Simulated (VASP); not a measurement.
# InC2 (P4/mbm) in VASP: further runs

The runs below take InC2 through single point, relaxation of cell and atoms, with PBE.

All numbers are computed with VASP 6.6.1; they aren't measurements. Logs are shortened: lines on timing, memory, paths and dates and some standing lists are left out, and cuts for length are marked.

**1. The cell of the first run**

The structure is tetragonal, space group P4/mbm (No. 127). The conventional cell has a = 5.600 Å, b = 5.600 Å, c = 2.219 Å, α = 90.00°, β = 90.00°, γ = 90.00°. Within 2.9 Å of In (site symmetry 4/m) lie 4 C at 2.17 Å and 2 In at 2.22 Å. Within 2.9 Å of C (site symmetry m2m) lie 3 C at 2.17 to 2.22 Å and 2 In at 2.17 Å.

The cell was built from a structure type or drawn by symmetry, and may not be a known phase.

**2. Single point, PBE**

INCAR reads:

```
PREC = Accurate
ENCUT = 520
EDIFF = 1E-7
ISMEAR = 0
SIGMA = 0.1
LREAL = F
LASPH = T
NELM = 100
ALGO = Normal
ISIF = 2
LWAVE = F
LCHARG = F
GGA = PE
NBANDS = 30
```

KPOINTS reads:

```
regular mesh
0
Gamma
  4 4 8
```

POSCAR reads:

```
InC2
1.0
    5.6000802800      0.0000000000      0.0000000000
    0.0000000000      5.6000802800      0.0000000000
    0.0000000000      0.0000000000      2.2194710300
In C
2 4
Direct
    0.5000000000      0.5000000000      0.0000000000
    0.0000000000      0.0000000000      0.0000000000
    0.8631799800      0.6368200200      0.0000000000
    0.1368200200      0.3631799800      0.0000000000
    0.6368200200      0.1368200200      0.0000000000
    0.3631799800      0.8631799800      0.0000000000
```

Potentials or basis: VASP PAW PBE potentials, release 64 (In_d, C).

Command:

```
$ cat potpaw_PBE.64/In_d/POTCAR potpaw_PBE.64/C/POTCAR > POTCAR
$ mpirun -np 1 vasp_std > vasp.out
```

OUTCAR:

```text
PREC = Accurate
   ENCUT = 520
   EDIFF = 1E-7
   ISMEAR = 0
   LREAL = F
   LASPH = T
   NELM = 100
   ISIF = 2
   GGA = PE

 ion  position               nearest neighbor table
   1  0.500  0.500  0.000-   3 2.17   4 2.17   5 2.17   6 2.17   2 3.96   2 3.96   2 3.96   2 3.96

   2  0.000  0.000  0.000-   3 2.17   4 2.17   5 2.17   6 2.17   1 3.96   1 3.96   1 3.96   1 3.96

   3  0.863  0.637  0.000-   1 2.17   2 2.17
   4  0.137  0.363  0.000-   1 2.17   2 2.17
   5  0.637  0.137  0.000-   1 2.17   2 2.17
   6  0.363  0.863  0.000-   1 2.17   2 2.17

  LATTYP: Found a simple tetragonal cell.
 ALAT       =     5.6000802800
 C/A-ratio  =     0.3963284308

  Lattice vectors:

 A1 = (   5.6000802800,   0.0000000000,   0.0000000000)
 A2 = (   0.0000000000,   5.6000802800,   0.0000000000)
 A3 = (   0.0000000000,   0.0000000000,   2.2194710300)

Analysis of symmetry for initial positions (statically):
=====================================================================
 Subroutine PRICEL returns:
 Original cell was already a primitive cell.

 Routine SETGRP: Setting up the symmetry group for a
 simple tetragonal supercell.

 Subroutine GETGRP returns: Found 16 space group operations
 (whereof  8 operations were pure point group operations)
 out of a pool of 16 trial point group operations.

The static configuration has the point symmetry C_4h.
 The point group associated with its full space group is D_4h.

Analysis of symmetry for dynamics (positions and initial velocities):
=====================================================================
 Subroutine PRICEL returns:
 Original cell was already a primitive cell.

 Routine SETGRP: Setting up the symmetry group for a
 simple tetragonal supercell.

 Subroutine GETGRP returns: Found 16 space group operations
 (whereof  8 operations were pure point group operations)
 out of a pool of 16 trial point group operations.

The dynamic configuration has the point symmetry C_4h.
 The point group associated with its full space group is D_4h.

 Subroutine INISYM returns: Found 16 space group operations
 (whereof  8 operations are pure point group operations),
 and found     1 'primitive' translations

----------------------------------------------------------------------------------------

                                     Primitive cell

  volume of cell :      69.6046

  direct lattice vectors                    reciprocal lattice vectors
     5.600080280  0.000000000  0.000000000     0.178568869  0.000000000  0.000000000
     0.000000000  5.600080280  0.000000000     0.000000000  0.178568869  0.000000000
     0.000000000  0.000000000  2.219471030     0.000000000  0.000000000  0.450557807

  length of vectors
     5.600080280  5.600080280  2.219471030     0.178568869  0.178568869  0.450557807

  position of ions in fractional coordinates (direct lattice)
     0.500000000  0.500000000  0.000000000
     0.000000000  0.000000000  0.000000000
     0.863179980  0.636820020  0.000000000
     0.136820020  0.363179980  0.000000000
     0.636820020  0.136820020  0.000000000
     0.363179980  0.863179980  0.000000000

  ion indices of the primitive-cell ions
   primitive index   ion index
                 1           1
                 2           2
                 3           3
                 4           4
                 5           5
                 6           6

----------------------------------------------------------------------------------------

 KPOINTS: regular mesh

Automatic generation of k-mesh.
 Grid dimensions read from file:
 generate k-points for:    4    4    8

 Generating k-lattice:

  Cartesian coordinates                     Fractional coordinates (reciprocal lattice)
     0.044642217  0.000000000  0.000000000     0.250000000  0.000000000  0.000000000
     0.000000000  0.044642217  0.000000000     0.000000000  0.250000000  0.000000000
     0.000000000  0.000000000  0.056319726     0.000000000  0.000000000  0.125000000

  Length of vectors
     0.044642217  0.044642217  0.056319726

  Shift w.r.t. Gamma in fractional coordinates (k-lattice)
     0.000000000  0.000000000  0.000000000

 Subroutine IBZKPT returns following result:
 ===========================================

 Found     30 irreducible k-points:

 Following reciprocal coordinates:
            Coordinates               Weight
  0.000000  0.000000  0.000000      1.000000
  0.250000  0.000000  0.000000      4.000000
  0.500000  0.000000  0.000000      2.000000
  0.250000  0.250000  0.000000      4.000000
  0.500000  0.250000  0.000000      4.000000
  0.500000  0.500000  0.000000      1.000000
[... 16 lines left out ...]
  0.500000  0.250000  0.375000      8.000000
  0.500000  0.500000  0.375000      2.000000
 [... further k-points ...]
   k-points           NKPTS =     30   k-points in BZ     NKDIM =     30   number of bands    NBANDS=     30
   number of dos      NEDOS =    301   number of ions     NIONS =      6
   total plane-waves  NPLWV =  31752
   dimension x,y,z NGX =    42 NGY =   42 NGZ =   18
   dimension x,y,z NGXF=    84 NGYF=   84 NGZF=   36
   ions per type =               2   4
   NGX,Y,Z   is equivalent  to a cutoff of  12.47, 12.47, 13.48 a.u.
   NGXF,Y,Z  is equivalent  to a cutoff of  24.94, 24.94, 26.97 a.u.
 SYSTEM =  unknown system
   PREC   = accura    normal or accurate (medium, high low for compatibility)
   ISTART =      0    job   : 0-new  1-cont  2-samecut
   ICHARG =      2    charge: 1-file 2-atom 10-const
   ISPIN  =      1    spin polarized calculation?
   LNONCOLLINEAR =      F non collinear calculations
   LSORBIT =      F    spin-orbit coupling
   LASPH  =      T    aspherical Exc in radial PAW
   ENCUT  =  520.0 eV  38.22 Ry    6.18 a.u.  10.41 10.41  4.13*2*pi/ulx,y,z
   NELM   =    100;   NELMIN=  2; NELMDL= -5     # of ELM steps
   EDIFF  = 0.1E-06   stopping-criterion for ELM
   LREAL  =      F    real-space projection
   EDIFFG = 0.1E-05   stopping-criterion for IOM
   NSW    =      0    number of steps for IOM
   IBRION =     -1    ionic relax: 0-MD 1-quasi-New 2-CG
   NFREE  =      0    steps in history (QN), initial steepest desc. (CG)
   ISIF   =      2    stress and relaxation
   ISYM   =      2    0-nonsym 1-usesym 2-fastsym
   POTIM  = 0.5000    time-step for ionic-motion
   TEBEG  =    0.0;   TEEND  =   0.0 temperature during run
   PSTRESS=    0.0 pullay stress
   NELECT =      42.0000    total number of electrons
   NUPDOWN=      -1.0000    fix difference up-down
   EMIN   =  10.00;   EMAX   =-10.00  energy-range for DOS
   EFERMI =   0.00;   METHOD = LEGACY
   ISMEAR =     0;   SIGMA  =   0.10  broadening in eV -4-tet -1-fermi 0-gaus
   EFERMI_NEDOS =   21; number of points for ismear=-14 and -15
   IALGO  =     38    algorithm
   IMIX   =      4    mixing-type and parameters
     AMIX     =   0.40;   BMIX     =  1.00
     AMIX_MAG =   1.60;   BMIX_MAG =  1.00
  volume/ion in A,a.u.               =      11.60        78.29
  Fermi-wavevector in a.u.,A,eV,Ry     =   1.383392  2.614232 26.038469  1.913773
  Thomas-Fermi vector in A             =   2.507994
   LORBIT       =      0    0 simple, 1 ext, 2 COOP (PROOUT), +10 PAW based schemes
   GGA     = PE    functional components
   LHFCALC =     F    Hartree Fock is set to
   AEXX    =    0.0000 exact exchange contribution
   IVDW    =     0    specifies the selected vdW correction
   LEPSILON=     F    determine dielectric tensor
   LRPA    =     F    only Hartree local field effects (RPA)
 non-spin polarized calculation
 Gauss-broadening in eV      SIGMA  =   0.10
  energy-cutoff  :      520.00
  volume of cell :       69.60
 maximum number of plane-waves:      1904
 NGX is ok and might be reduce to    42
   NGX = 21   NGY = 21   NGZ =  9

 number of electron      42.0000008 magnetization

 Free energy of the ion-electron system (eV)
  ---------------------------------------------------
  ext. energy  EPLUGINS =         0.00000000
  ---------------------------------------------------
  free energy    TOTEN  =       -21.23047670 eV

  energy without entropy =      -21.22059640  energy(sigma->0) =      -21.22553655

 E-fermi :   8.6507     XC(G=0): -11.7749

 val. band max:        8.6337048604   @ k =   0.2500   0.2500   0.5000
 cond. band min:       8.6778247810   @ k =   0.2500   0.2500   0.3750
 fundamental gap:      0.0441199206
 Fermi energy:         8.6506711552

 k-point     1 :       0.0000    0.0000    0.0000
  band No.  band energies     occupation
      1      -9.9719      2.00000
      2      -9.9594      2.00000
      3      -7.6596      2.00000
      4      -7.0004      2.00000
      5      -6.7488      2.00000
      6      -6.5531      2.00000
[... 22 lines left out ...]
     29      15.1115      0.00000
     30      15.1115      0.00000

 k-point     2 :       0.2500    0.0000    0.0000
  band No.  band energies     occupation
      1      -9.9697      2.00000
      2      -9.9609      2.00000
      3      -7.5700      2.00000
      4      -7.0995      2.00000
      5      -6.7215      2.00000
      6      -6.5869      2.00000
[... 22 lines left out ...]
     29      15.5064      0.00000
     30      15.5248      0.00000

 k-point     3 :       0.5000    0.0000    0.0000
  band No.  band energies     occupation
      1      -9.9649      2.00000
      2      -9.9649      2.00000
      3      -7.3425      2.00000
      4      -7.3425      2.00000
      5      -6.6559      2.00000
      6      -6.6559      2.00000
[... 22 lines left out ...]
     29      16.6799      0.00000
     30      16.6800      0.00000

 k-point     4 :       0.2500    0.2500    0.0000
  band No.  band energies     occupation
      1      -9.9681      2.00000
      2      -9.9619      2.00000
      3      -7.5038      2.00000
      4      -7.1651      2.00000
      5      -6.7038      2.00000
      6      -6.6092      2.00000
[... 22 lines left out ...]
     29      15.0502      0.00000
     30      16.6676      0.00000

 k-point     5 :       0.5000    0.2500    0.0000
  band No.  band energies     occupation
      1      -9.9647      2.00000
      2      -9.9647      2.00000
      3      -7.3371      2.00000
      4      -7.3371      2.00000
      5      -6.6570      2.00000
      6      -6.6570      2.00000
[... 22 lines left out ...]
     29      16.0299      0.00000
     30      16.0299      0.00000
[... 526 lines left out ...]
     29      17.4550      0.00000
     30      17.4550      0.00000

 k-point    22 :       0.2500    0.2500    0.3750
  band No.  band energies     occupation
      1      -7.9566      2.00000
      2      -7.9196      2.00000
      3      -7.9077      2.00000
      4      -7.8679      2.00000
      5      -6.8507      2.00000
      6      -6.6910      2.00000
[... 22 lines left out ...]
     29      17.2506      0.00000
     30      18.3755      0.00000

 k-point    23 :       0.5000    0.2500    0.3750
  band No.  band energies     occupation
      1      -7.9496      2.00000
      2      -7.9496      2.00000
      3      -7.8787      2.00000
      4      -7.8787      2.00000
      5      -6.7734      2.00000
      6      -6.7734      2.00000
[... 22 lines left out ...]
     29      17.5863      0.00000
     30      17.5863      0.00000

 k-point    24 :       0.5000    0.5000    0.3750
  band No.  band energies     occupation
      1      -7.9647      2.00000
      2      -7.9647      2.00000
      3      -7.8646      2.00000
      4      -7.8646      2.00000
      5      -6.7812      2.00000
      6      -6.7812      2.00000
[... 22 lines left out ...]
     29      18.0286      0.00000
     30      18.0286      0.00000

 [... further k-points ...]
[... 5 lines left out ...]
  --------------------------------------------------------------------------------------
  -------------------------------------------------------------------------------------
  Total        3.5397720      3.5397720     38.1254057      0.0000000      0.0000000     -0.0000000
  in kB       81.4794115     81.4794115    877.5807121      0.0000000      0.0000000     -0.0000000
  external PRESSURE =     346.8465117 kB  Pullay stress =       0.0000000 kB

 VOLUME and BASIS-vectors are now :
 -----------------------------------------------------------------------------
  energy-cutoff  :      520.00
  volume of cell :       69.60
      direct lattice vectors                 reciprocal lattice vectors
     5.600080280  0.000000000  0.000000000     0.178568869  0.000000000  0.000000000
     0.000000000  5.600080280  0.000000000     0.000000000  0.178568869  0.000000000
     0.000000000  0.000000000  2.219471030     0.000000000  0.000000000  0.450557807

 POSITION                                       TOTAL-FORCE (eV/Angst)
 -----------------------------------------------------------------------------------
      2.80004      2.80004      0.00000        -0.000000      0.000000      0.000000
      0.00000      0.00000      0.00000        -0.000000      0.000000      0.000000
      4.83388      3.56624      0.00000         2.496587     -2.496587     -0.000000
      0.76620      2.03384      0.00000        -2.496587      2.496587      0.000000
      3.56624      0.76620      0.00000        -2.496587     -2.496587      0.000000
      2.03384      4.83388      0.00000         2.496587      2.496587      0.000000
 -----------------------------------------------------------------------------------
    total drift:                                0.000000     -0.000000     -0.000000

  FREE ENERGIE OF THE ION-ELECTRON SYSTEM (eV)
  ---------------------------------------------------
  free  energy   TOTEN  =       -21.2304767016 eV

  energy  without entropy=      -21.2205963959  energy(sigma->0) =      -21.22553655
```

Wall time 30 s (1 thread of Intel Xeon 6975P-C (Granite Rapids), shared host); peak memory 0.2 GiB.

What came out:

* Free energy: -21.2305 eV
* Pressure: 34.7 GPa
* Largest force: 3.531 eV/Å
* Band gap on the k mesh: zero (bands 21 and 22 overlap by 3.75 eV)

Forces on the atoms (eV/Å):
```
In   0.000  0.000  0.000
In   0.000  0.000  0.000
C    2.497 -2.497  0.000
C   -2.497  2.497  0.000
C   -2.497 -2.497  0.000
C    2.497  2.497  0.000
```

Stress tensor (GPa, compression positive):
```
 8.15  0.00  0.00
 0.00  8.15  0.00
 0.00  0.00 87.76
```

Caveat: the cell stands under pressure; spin-orbit coupling is left out, which moves the levels of the heavy elements; forces of over 1 eV/Å act on the atoms, so gaps and moduli don't describe the material at rest.

(Continued in part 2 of 3.)
